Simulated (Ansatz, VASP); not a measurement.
Two plane-wave programs on As

```
As
1.0
     3.42876    0.00000    0.00000
    -1.71438    2.96939    0.00000
     0.00000    0.00000   28.57424
As
2
Cartesian
  0.0000 1.9796 13.5685
  1.7144 0.9898 15.0058
```

Change from the starting cell: biaxial strain -0.040, atoms relaxed.

Alike in both runs: functional PBE; dispersion D3(BJ); k mesh 9 × 9 × 1; occupations gaussian, width 0.02 eV; no spin polarisation.

Ansatz relaxed the structure, and its values are those at the end. VASP's run is a single point on that final structure, the one shown.

```csv
,VASP,Ansatz
version,VASP 6.6.1,Ansatz 0.2.0
potentials or method,"VASP PAW PBE potentials, release 64 (As), cutoff 520 eV","scalar-relativistic, plane waves, PAW"
valence electrons in the cell,10,30
```

```tsv
	VASP	Ansatz	Ansatz less VASP
gap on the k mesh at the Fermi level (eV)	1.04	1.04	-0.005
least direct gap on the mesh (eV)	2.37	2.37	+0.005
rms of the force components (eV/Å)	0.069	0.005	-0.0639
```

VASP's potentials hold 10 valence electrons a cell and Ansatz's 30, so a difference there can come from the potentials and not from the codes. Ansatz's warnings: stress scf threshold loose.
